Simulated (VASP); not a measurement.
Write the native input for VASP 6.6.1 that does the following.

```yaml
Task: single point
Functional: PBE
Potentials_or_basis: VASP PAW PBE potentials, release 64 (Ag)
Cutoff: 520 eV
k_mesh: 18 × 18 × 10
Occupations: fermi-dirac, width 0.15 eV
Spin: no spin polarisation
Dipole_correction: no
Further_INCAR_settings: ALGO = Fast; EDIFF = 1e-07; NBANDS = 18
```

The structure of Ag lies in POSCAR:

```
Ag
1.0
    2.9306647846      0.0000000000      0.0000000000
   -1.4653323923      2.5380301534      0.0000000000
    0.0000000000      0.0000000000      4.8093355498
Ag
2
Direct
    0.3333333333      0.6666666667      0.2500000000
    0.6666666667      0.3333333333      0.7500000000
```

This isn't the form of Ag at room conditions, which is fcc.

One way to write it, as run:

INCAR

```
  PREC = Accurate
  ENCUT = 520
  EDIFF = 1E-7
  ISMEAR = -1
  SIGMA = 0.15
  LREAL = F
  LASPH = T
  NELM = 100
  ALGO = Fast
  ISIF = 2
  LWAVE = F
  LCHARG = F
  GGA = PE
  NBANDS = 18
```

KPOINTS

```
regular mesh
0
Gamma
  18 18 10
```

Potentials or basis: VASP PAW PBE potentials, release 64 (Ag).

Run with:

```bash
$ cat potpaw_PBE.64/Ag/POTCAR > POTCAR
$ mpirun -np 1 vasp_std > vasp.out
```

It gave:

- Pressure: 0.0 GPa
- Band gap on the k mesh: zero (bands 11 and 12 overlap by 7.36 eV)

It took 36 s on 1 thread of Intel(R) Xeon(R) 6975P-C (Granite Rapids), on a shared host, peak memory 0.24 GiB.
